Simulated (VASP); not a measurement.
# Bi (R-3m) in VASP: settings compared, part 3 of 3

VASP 6.6.1. Earlier steps stand in the parts before.

## (5) Relaxation of cell and atoms, LDA

This run uses another cell than the first one, of 35.07 Å³/atom.

INCAR reads:

```
SYSTEM = Bi
PREC = Accurate ; ENCUT = 500
EDIFF = 1E-7 ; ISMEAR = -1
SIGMA = 0.1 ; LREAL = .False.
LASPH = .True. ; NELM = 120
ALGO = Normal ; ISIF = 3
LWAVE = .False. ; LCHARG = .False.
IBRION = 2 ; NSW = 80
EDIFFG = -0.03 ; GGA_COMPAT = .False.
NELMIN = 4
```

KPOINTS reads:

```
Automatic mesh
0
Gamma
  10 10 10
  0 0 0
```

POSCAR reads:

```
Bi
1.0
    2.2675000000      1.3091417354      3.9380000000
   -2.2675000000      1.3091417354      3.9380000000
    0.0000000000     -2.6182834708      3.9380000000
Bi
2
Direct
    0.2340003333      0.2340003333      0.2340003333
    0.7659996667      0.7659996667      0.7659996667
```

Potentials or basis: VASP PAW LDA potentials, release 64 (Bi_d).

On the command line:

```sh
> cat potpaw_LDA.64/Bi_d/POTCAR > POTCAR
> mpirun -np 1 vasp_std > vasp.out
```

OUTCAR:

```text
SYSTEM = Bi
   PREC = Accurate
   ENCUT = 500
   EDIFF = 1E-7
   ISMEAR = -1
   LREAL = .False.
   LASPH = .True.
   NELM = 120
   ISIF = 3
   IBRION = 2
   NSW = 80
   EDIFFG = -0.03
   NELMIN = 4

 ion  position               nearest neighbor table
   1  0.234  0.234  0.234-   2 3.06   2 3.06   2 3.06   2 3.52   2 3.52   2 3.52
   2  0.766  0.766  0.766-   1 3.06   1 3.06   1 3.06   1 3.52   1 3.52   1 3.52

  LATTYP: Found a trigonal (rhomboedric) cell.
 ALAT       =     4.7289800521
 COS(alpha) =     0.5401781303

  Lattice vectors:

 A1 = (   2.2675000000,   1.3091417354,   3.9380000000)
 A2 = (  -2.2675000000,   1.3091417354,   3.9380000000)
 A3 = (   0.0000000000,  -2.6182834708,   3.9380000000)

Analysis of symmetry for initial positions (statically):
=====================================================================
 Subroutine PRICEL returns:
 Original cell was already a primitive cell.

 Routine SETGRP: Setting up the symmetry group for a
 trigonal (rhombohedral) supercell.

 Subroutine GETGRP returns: Found 12 space group operations
 (whereof 12 operations were pure point group operations)
 out of a pool of 12 trial point group operations.

The static configuration has the point symmetry D_3d.

Analysis of symmetry for dynamics (positions and initial velocities):
=====================================================================
 Subroutine PRICEL returns:
 Original cell was already a primitive cell.

 Routine SETGRP: Setting up the symmetry group for a
 trigonal (rhombohedral) supercell.

 Subroutine GETGRP returns: Found 12 space group operations
 (whereof 12 operations were pure point group operations)
 out of a pool of 12 trial point group operations.

The dynamic configuration has the point symmetry D_3d.

 Subroutine INISYM returns: Found 12 space group operations
 (whereof 12 operations are pure point group operations),
 and found     1 'primitive' translations

----------------------------------------------------------------------------------------

                                     Primitive cell

  volume of cell :      70.1392

  direct lattice vectors                    reciprocal lattice vectors
     2.267500000  1.309141735  3.938000000     0.220507166  0.127309872  0.084645336
    -2.267500000  1.309141735  3.938000000    -0.220507166  0.127309872  0.084645336
     0.000000000 -2.618283471  3.938000000     0.000000000 -0.254619744  0.084645336

  length of vectors
     4.728980052  4.728980052  4.728980052     0.268320791  0.268320791  0.268320791

  position of ions in fractional coordinates (direct lattice)
     0.234000333  0.234000333  0.234000333
     0.765999667  0.765999667  0.765999667

  ion indices of the primitive-cell ions
   primitive index   ion index
                 1           1
                 2           2

----------------------------------------------------------------------------------------

 KPOINTS: Automatic mesh

Automatic generation of k-mesh.
 Grid dimensions read from file:
 generate k-points for:   10   10   10

 Generating k-lattice:

  Cartesian coordinates                     Fractional coordinates (reciprocal lattice)
     0.022050717  0.012730987  0.008464534     0.100000000 -0.000000000  0.000000000
    -0.022050717  0.012730987  0.008464534    -0.000000000  0.100000000  0.000000000
     0.000000000 -0.025461974  0.008464534     0.000000000  0.000000000  0.100000000

  Length of vectors
     0.026832079  0.026832079  0.026832079

  Shift w.r.t. Gamma in fractional coordinates (k-lattice)
     0.000000000  0.000000000  0.000000000

 Subroutine IBZKPT returns following result:
 ===========================================

 Found    116 irreducible k-points:

 Following reciprocal coordinates:
            Coordinates               Weight
  0.000000  0.000000  0.000000      1.000000
  0.100000  0.000000  0.000000      6.000000
  0.200000  0.000000  0.000000      6.000000
  0.300000  0.000000 -0.000000      6.000000
  0.400000 -0.000000 -0.000000      6.000000
  0.500000  0.000000  0.000000      3.000000
[... 16 lines left out ...]
  0.300000  0.300000  0.000000      6.000000
  0.400000  0.300000 -0.000000     12.000000
 [... further k-points ...]
   k-points           NKPTS =    116   k-points in BZ     NKDIM =    116   number of bands    NBANDS=     19
   number of dos      NEDOS =    301   number of ions     NIONS =      2
   total plane-waves  NPLWV =  46656
   dimension x,y,z NGX =    36 NGY =   36 NGZ =   36
   dimension x,y,z NGXF=    72 NGYF=   72 NGZF=   72
   ions per type =               2
   NGX,Y,Z   is equivalent  to a cutoff of  12.66, 12.66, 12.66 a.u.
   NGXF,Y,Z  is equivalent  to a cutoff of  25.31, 25.31, 25.31 a.u.
 SYSTEM =  Bi
   PREC   = accura    normal or accurate (medium, high low for compatibility)
   ISTART =      0    job   : 0-new  1-cont  2-samecut
   ICHARG =      2    charge: 1-file 2-atom 10-const
   ISPIN  =      1    spin polarized calculation?
   LNONCOLLINEAR =      F non collinear calculations
   LSORBIT =      F    spin-orbit coupling
   LASPH  =      T    aspherical Exc in radial PAW
   ENCUT  =  500.0 eV  36.75 Ry    6.06 a.u.   8.62  8.62  8.62*2*pi/ulx,y,z
   NELM   =    120;   NELMIN=  4; NELMDL= -5     # of ELM steps
   EDIFF  = 0.1E-06   stopping-criterion for ELM
   LREAL  =      F    real-space projection
   EDIFFG = -.3E-01   stopping-criterion for IOM
   NSW    =     80    number of steps for IOM
   IBRION =      2    ionic relax: 0-MD 1-quasi-New 2-CG
   NFREE  =      1    steps in history (QN), initial steepest desc. (CG)
   ISIF   =      3    stress and relaxation
   ISYM   =      2    0-nonsym 1-usesym 2-fastsym
   POTIM  = 0.5000    time-step for ionic-motion
   TEBEG  =    0.0;   TEEND  =   0.0 temperature during run
   PSTRESS=    0.0 pullay stress
   NELECT =      30.0000    total number of electrons
   NUPDOWN=      -1.0000    fix difference up-down
   EMIN   =  10.00;   EMAX   =-10.00  energy-range for DOS
   EFERMI =   0.00;   METHOD = LEGACY
   ISMEAR =    -1;   SIGMA  =   0.10  broadening in eV -4-tet -1-fermi 0-gaus
   EFERMI_NEDOS =   21; number of points for ismear=-14 and -15
   IALGO  =     38    algorithm
   IMIX   =      4    mixing-type and parameters
     AMIX     =   0.40;   BMIX     =  1.00
     AMIX_MAG =   1.60;   BMIX_MAG =  1.00
  volume/ion in A,a.u.               =      35.07       236.66
  Fermi-wavevector in a.u.,A,eV,Ry     =   1.233469  2.330919 20.700530  1.521446
  Thomas-Fermi vector in A             =   2.368198
   LORBIT       =      0    0 simple, 1 ext, 2 COOP (PROOUT), +10 PAW based schemes
   GGA     = CA    functional components
   LHFCALC =     F    Hartree Fock is set to
   AEXX    =    0.0000 exact exchange contribution
   IVDW    =     0    specifies the selected vdW correction
   LEPSILON=     F    determine dielectric tensor
   LRPA    =     F    only Hartree local field effects (RPA)
 conjugate gradient relaxation of ions
 non-spin polarized calculation
  energy-cutoff  :      500.00
  volume of cell :       70.14
 maximum number of plane-waves:      1808
   NGX = 17   NGY = 17   NGZ = 17

--------------------------------------- Ionic step        1  -------------------------------------------

 number of electron      30.0000003 magnetization

 Free energy of the ion-electron system (eV)
  ---------------------------------------------------
  ext. energy  EPLUGINS =         0.00000000
  ---------------------------------------------------
  free energy    TOTEN  =        -9.11702760 eV

  energy without entropy =       -9.10702001  energy(sigma->0) =       -9.11202381

------------------------ aborting loop because EDIFF is reached ----------------------------------------

  FORCE on cell =-STRESS in cart. coord.  units (eV):
  Direction    XX          YY          ZZ          XY          YZ          ZX
  --------------------------------------------------------------------------------------
  -------------------------------------------------------------------------------------
  Total       -0.6212715     -0.6212715     -0.5851693      0.0000000     -0.0000000      0.0000000
  in kB      -14.1915912    -14.1915912    -13.3669146      0.0000000     -0.0000000      0.0000000
  external PRESSURE =     -13.9166990 kB  Pullay stress =       0.0000000 kB
[... 95 lines left out ...]
--------------------------------------- Ionic step        4  -------------------------------------------

 number of electron      30.0000008 magnetization

 E-fermi :   6.5747     XC(G=0):  -9.9802

 val. band max:        6.4928739169   @ k =  -0.4000   0.5000   0.4000
 cond. band min:       6.6081377675   @ k =   0.4000   0.1000   0.1000
 fundamental gap:      0.1152638506
 Fermi energy:         6.5747030600

 k-point     1 :       0.0000    0.0000    0.0000
  band No.  band energies     occupation
      1     -16.4055      2.00000
      2     -16.4055      2.00000
      3     -16.2338      2.00000
      4     -16.2338      2.00000
      5     -16.2191      2.00000
      6     -16.0246      2.00000
[... 698 lines left out ...]
--------------------------------------- Ionic step        9  -------------------------------------------

 number of electron      30.0000007 magnetization

 Free energy of the ion-electron system (eV)
  ---------------------------------------------------
  ext. energy  EPLUGINS =         0.00000000
  ---------------------------------------------------
  free energy    TOTEN  =        -9.13522794 eV

  energy without entropy =       -9.12332260  energy(sigma->0) =       -9.12927527

 E-fermi :   6.6549     XC(G=0): -10.0285

 val. band max:        6.5506338454   @ k =  -0.4000   0.5000   0.4000
 cond. band min:       6.6928243066   @ k =   0.4000   0.1000   0.1000
 fundamental gap:      0.1421904612
 Fermi energy:         6.6548927504

 k-point     1 :       0.0000    0.0000    0.0000
  band No.  band energies     occupation
      1     -16.3123      2.00000
      2     -16.3123      2.00000
      3     -16.1411      2.00000
      4     -16.1411      2.00000
      5     -16.1303      2.00000
      6     -15.9327      2.00000
[... 548 lines left out ...]
  FREE ENERGIE OF THE ION-ELECTRON SYSTEM (eV)
  ---------------------------------------------------
  free  energy   TOTEN  =        -9.1352279418 eV

  energy  without entropy=       -9.1233226027  energy(sigma->0) =       -9.12927527

 reached required accuracy - stopping structural energy minimisation
```

OSZICAR:

```text
N       E                     dE             d eps       ncg     rms          rms(c)
DAV:   1     0.290411854709E+03    0.29041E+03   -0.16325E+04  4408   0.185E+03
DAV:   2     0.143169236393E+02   -0.27609E+03   -0.27202E+03  4432   0.451E+02
DAV:   3    -0.832641837911E+01   -0.22643E+02   -0.22278E+02  5178   0.153E+02
[... 76 lines left out ...]
DAV:   2    -0.913696253488E+01    0.47125E-02   -0.11592E-02  4813   0.187E+00    0.219E-01
DAV:   3    -0.913522205841E+01    0.17405E-02   -0.52300E-03  5803   0.125E+00    0.479E-02
DAV:   4    -0.913523379387E+01   -0.11735E-04   -0.90020E-04  4823   0.386E-01    0.172E-02
DAV:   5    -0.913522781534E+01    0.59785E-05   -0.43248E-05  5910   0.112E-01    0.570E-03
DAV:   6    -0.913522800413E+01   -0.18879E-06   -0.92687E-06  4767   0.532E-02    0.227E-03
DAV:   7    -0.913522794183E+01    0.62299E-07   -0.63881E-07  4713   0.103E-02
   9 F= -.91352279E+01 E0= -.91292753E+01  d E =-.310781E-03
```

Run time: 19 min. Hardware: 1 thread of Intel Xeon 8259CL, shared host; peak memory 0.26 GiB.

Results:

```
Free energy                           : -9.1352 eV
Relaxed volume                        : 33.55 Å³/atom
Relaxed cell                          : a = 4.628 Å, b = 4.628 Å, c = 4.628 Å, α = 58.14°, β = 58.14°, γ = 58.14°
Space group after relaxing (to 0.1 Å) : R-3m (No. 166)
Energy gained by relaxing             : 9.1 meV/atom
Ionic steps                           : 9
Pressure after relaxing               : 0.0 GPa
Largest force after relaxing          : 0.005 eV/Å
Band gap on the k mesh                : zero (bands 15 and 16 overlap by 0.15 eV)
```

Forces on the atoms (eV/Å):
```
Bi   0.000  0.000  0.005
Bi   0.000  0.000 -0.005
```

Step by step:
| step | energy change (eV) | largest force (eV/Å) | pressure (GPa) | volume (Å³) |
| --- | --- | --- | --- | --- |
| 1 | 0.0000 | 0.0921 | -1.39 | 70.14 |
| 2 | -0.0082 | 0.2636 | 0.79 | 67.09 |
| 3 | -0.0100 | 0.2124 | 0.10 | 67.97 |
| 4 | -0.0137 | 0.1445 | 0.08 | 67.69 |
| 5 | -0.0173 | 0.0070 | 0.10 | 67.07 |
| 6 | -0.0173 | 0.0022 | 0.09 | 67.02 |
| 7 | -0.0179 | 0.0135 | -0.15 | 67.26 |
| 8 | -0.0179 | 0.0155 | -0.18 | 67.30 |
| 9 | -0.0182 | 0.0054 | -0.03 | 67.10 |

Final structure:
```
Bi
1.0
     2.24853    1.29819    3.83112
    -2.24853    1.29819    3.83112
     0.00000   -2.59638    3.83112
Bi
2
Cartesian
  0.0000 0.0000 2.7282
  0.0000 0.0000 8.7652
```

Levels at points of the mesh, in eV from the Fermi level:
| k point | band 13 | band 14 | band 15 | band 16 | band 17 | band 18 |
| --- | --- | --- | --- | --- | --- | --- |
| (0.00, 0.00, 0.00) | -1.56 | -1.34 | -1.34 | 2.77 | 3.06 | 3.06 |
| (0.50, 0.00, 0.00) | -1.14 | -1.05 | -0.31 | -0.26 | 0.33 | 0.71 |
| (0.50, 0.50, 0.00) | -5.04 | -3.24 | -3.13 | 2.41 | 5.12 | 5.44 |
| (0.50, 0.50, 0.50) | -0.85 | -0.58 | -0.58 | 0.43 | 0.43 | 0.54 |

Caveat: spin-orbit coupling is left out, which moves the levels of the heavy elements. LDA usually gives volumes a few per cent too small.

## (6) Overview

```csv
task,level,potentials or basis,cell,gap on the mesh (eV),pressure (GPa),relaxed volume (Å³/atom),largest force (eV/Å)
single point,LDA,"VASP PAW LDA potentials, release 64 (Bi_d)","a = 4.624 Å, angles 58.2°, 2 atoms, atomic positions A",none,0.1,-,0.02
single point,PBE+D4,"VASP PAW PBE potentials, release 64 (Bi_d)","a = 4.680 Å, angles 57.9°, 2 atoms, atomic positions A",none,-0.1,-,-
relaxation of cell and atoms,PBE+D4,"VASP PAW PBE potentials, release 64 (Bi_d)","relaxed from a = 4.729 Å, angles 57.3°, 2 atoms, atomic positions B",none,0.1,34.45,-
relaxation of cell and atoms,LDA,"VASP PAW LDA potentials, release 64 (Bi_d)","relaxed from a = 4.729 Å, angles 57.3°, 2 atoms, atomic positions B",none,0.0,33.55,0.01
```

Alike in all rows: no spin polarisation; k mesh 10 × 10 × 10; cutoff (eV) 500; smearing fermi-dirac 0.1 eV.

Caveats: spin-orbit coupling is left out, which moves the levels of the heavy elements.

Total energies depend on the potentials used, so only differences within one code and one set of settings carry meaning.

The gap in the log of VASP goes by the Fermi energy; the results here count the filled bands.